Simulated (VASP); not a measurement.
Al8N7 (a cell with a defect), 15 atoms in the cell. The cell holds a defect, 15 atoms: a = 6.220 Å, b = 5.387 Å, c = 4.980 Å, α = 90.00°, β = 90.00°, γ = 90.00°. 

```yaml
Program: VASP 6.6.1
Task: single point
Functional: PBE
Potentials_or_basis: VASP PAW PBE potentials, release 64 (Al, N)
Cutoff: 520 eV
k_mesh: 2 × 3 × 3
Occupations: gaussian, width 0.02 eV
Spin: no spin polarisation
Dipole_correction: no
Charge: -1
Further_INCAR_settings: LREAL = Auto; ALGO = Normal; EDIFF = 1e-06; NBANDS = 42; NELECT = 60.0
```

Potentials or basis: VASP PAW PBE potentials, release 64 (Al, N).

Run with:

```console
$ cat potpaw_PBE.64/Al/POTCAR potpaw_PBE.64/N/POTCAR > POTCAR
$ mpirun -np 1 vasp_std > vasp.out
```

Hardware: 1 thread of AMD EPYC 7R43 64-Core Processor (Zen 3) (shared host).

Estimate the wall time of this run.

It took 3.4 min on 1 thread of AMD EPYC 7R43 64-Core Processor (Zen 3) (shared host), peak memory 0.22 GiB. Counts: scf iterations 15, k points 10.
